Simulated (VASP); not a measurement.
The system is Ru.

```
Ru
1.0
     2.70580    0.00000    0.00000
    -1.35290    2.34329    0.00000
     0.00000    0.00000    4.28190
Ru
2
Direct
  0.33333 0.66667 0.25000
  0.66667 0.33333 0.75000
```

* Program: VASP 6.6.1
* Task: relaxation of cell and atoms
* Functional: PBE
* Potentials or basis: VASP PAW PBE potentials, release 64 (Ru_pv)
* Cutoff: 600 eV
* k mesh: 18 × 18 × 10
* Occupations: gaussian, width 0.1 eV
* Spin: no spin polarisation

At the start: pressure 4.4 GPa; volume 13.57 Å³/atom.

Problem. Where does the relaxation end?

Solution. Over 9 steps the energy falls by 2.5 meV/atom and the volume is 13.76 Å³/atom (+1.3 %); space group P6_3/mmc (No. 194, to 0.1 Å) before and after.

The path:
```
step  energy change (eV)  largest force (eV/Å)  pressure (GPa)  volume (Å³)
   1              0.0000                0.0000            4.35        27.15
   2              0.0354                0.0000          -11.26        28.62
   3             -0.0049                0.0000           -0.07        27.52
   4             -0.0049                0.0000           -0.02        27.52
   5             -0.0049                0.0000            0.06        27.51
   6             -0.0049                0.0000            0.08        27.51
   7             -0.0049                0.0000            0.09        27.51
   8             -0.0049                0.0000           -0.13        27.53
   9             -0.0050                0.0000            0.04        27.51
```

Final structure:
```
Ru
1.0
     2.71945    0.00000    0.00000
    -1.35972    2.35511    0.00000
     0.00000    0.00000    4.29608
Ru
2
Cartesian
  0.0000 1.5701 1.0740
  1.3597 0.7850 3.2221
```
